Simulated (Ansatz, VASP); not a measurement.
## Two plane-wave programs on MgZr2N2

```xyz
5
Lattice="-1.8733 1.8733 5.0614 1.8733 -1.8733 5.0614 1.8733 1.8733 -5.0614" Properties=species:S:1:pos:R:3 pbc="T T T"
Mg    0.0000    0.0000    0.0000
Zr    0.0000    1.8733    2.5307
Zr    1.8733    0.0000    2.5307
N     0.0000    0.0000    6.1990
N     0.0000    0.0000    3.9238
```

Change from the starting cell: species swapped into the LuMn2Ge2 type (I4/mmm, No. 139).

Alike in both runs: task relaxation of cell and atoms; functional PBE; k mesh 6 × 6 × 6; occupations gaussian, width 0.1 eV; no spin polarisation.

|  | VASP | Ansatz |
| --- | --- | --- |
| version | VASP 6.6.1 | Ansatz 0.2.0 |
| potentials or method | VASP PAW PBE potentials, release 64 (Mg, Zr_sv, N), cutoff 600 eV | scalar-relativistic, plane waves, PAW |
| valence electrons in the cell | 36 | 44 |

|  | VASP | Ansatz | Ansatz less VASP |
| --- | --- | --- | --- |
| gap on the k mesh at the Fermi level, each at its own relaxed structure (eV) | none | none | - |
| relaxed volume (Å³/atom) | 18.69 | 18.74 | +0.049 |
| relaxed cell length with the largest relative difference (Å) | 5.845 | 5.867 | +0.0228 |

A gap of «none» marks a metal or a gap that the smearing closes. VASP's potentials hold 36 valence electrons a cell and Ansatz's 44, so a difference there can come from the potentials and not from the codes.

The k mesh is coarse, so the values compare programs but aren't converged. Noted on VASP's run: the volume moved by over 15 % at a fixed basis, so the end points are rough.
